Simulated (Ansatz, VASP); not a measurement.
BAs: VASP beside Ansatz

```
B As
1.0
     0.00000    2.29619    2.29619
     2.29619    0.00000    2.29619
     2.29619    2.29619    0.00000
B As
1 1
Direct
  0.00000 0.00000 0.00000
  0.25000 0.25000 0.25000
```

Change from the starting cell: hydrostatic strain -4.0%.

Alike in both runs: task single point; functional PBE; k mesh 10 × 10 × 10; occupations fermi-dirac, width 0.02 eV; no spin polarisation.

```csv
,VASP,Ansatz
version,VASP 6.6.1,Ansatz 0.2.0
potentials or method,"VASP PAW PBE potentials, release 64 (B, As_d)","plane waves, PAW"
plane-wave cutoff (eV),560,420
valence electrons in the cell,18,18
```

|  | VASP | Ansatz | Ansatz less VASP |
| --- | --- | --- | --- |
| gap on the k mesh at the Fermi level (eV) | 1.06 | 1.06 | -0.002 |
| pressure (GPa) | 23.8 | 24.1 | +0.32 |
